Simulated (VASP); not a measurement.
W, 1 atom in the cell. Symmetry: Im-3m, No. 229, cubic system. Conventional cell: a = 3.154 Å, b = 3.154 Å, c = 3.154 Å, α = 90.00°, β = 90.00°, γ = 90.00°. W (site symmetry m-3m) has 14 W at 2.73 to 3.15 Å within 3.6 Å. 

- Program: VASP 6.6.1
- Task: single point
- Functional: PBEsol
- Potentials or basis: VASP PAW PBE potentials, release 64 (W_sv)
- Cutoff: 520 eV
- k mesh: 18 × 18 × 18
- Occupations: gaussian, width 0.1 eV
- Spin: no spin polarisation
- Dipole correction: no
- Further INCAR settings: ALGO = Normal; EDIFF = 1e-06; NBANDS = 13

Potentials or basis: VASP PAW PBE potentials, release 64 (W_sv).

The run is started by

```bash
$ cat potpaw_PBE.64/W_sv/POTCAR > POTCAR
$ mpirun -np 1 vasp_std > vasp.out
```

Hardware: 1 thread of Intel(R) Xeon(R) Platinum 8259CL CPU @ 2.50GHz (Skylake/Cascade Lake) (shared host).

Q: Estimate the wall time of this run.

A: It took 26 s on 1 thread of Intel(R) Xeon(R) Platinum 8259CL CPU @ 2.50GHz (Skylake/Cascade Lake) (shared host), peak memory 0.15 GiB. Counts: scf iterations 11, k points 195.
